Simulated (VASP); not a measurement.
A run of VASP 6.6.1:

File INCAR:

```
PREC = Accurate
ENCUT = 600
EDIFF = 1E-6
ISMEAR = 0
SIGMA = 0.1
LREAL = False
LASPH = True
NELM = 80
ALGO = Fast
ISIF = 3
LWAVE = False
LCHARG = False
GGA = PE
IBRION = 2
NSW = 100
EDIFFG = -0.01
```

KPOINTS

```
regular mesh
0
Gamma
  10 10 10
```

File POSCAR:

```
Zn2W
1.0
    0.0000000000      3.4720448369      3.4720448369
    3.4720448369      0.0000000000      3.4720448369
    3.4720448369      3.4720448369      0.0000000000
Zn W
4 2
Direct
    0.1250000000      0.1250000000      0.1250000000
    0.6250000000      0.1250000000      0.1250000000
    0.1250000000      0.1250000000      0.6250000000
    0.1250000000      0.6250000000      0.1250000000
    0.5000000000      0.5000000000      0.5000000000
    0.7500000000      0.7500000000      0.7500000000
```

Potentials or basis: VASP PAW PBE potentials, release 64 (Zn, W_sv).

The run is started by

```console
$ cat potpaw_PBE.64/Zn/POTCAR potpaw_PBE.64/W_sv/POTCAR > POTCAR
$ mpirun -np 1 vasp_std > vasp.out
```

Hardware: 1 thread of Oxide Virtual Turin-like Processor, with other jobs on the host.

Q: Estimate the wall time of this run.

A: Run time: 19 min on 1 thread of Oxide Virtual Turin-like Processor (shared host), peak memory 0.32 GiB. Counts: scf iterations 34, k points 47, ion steps 3.
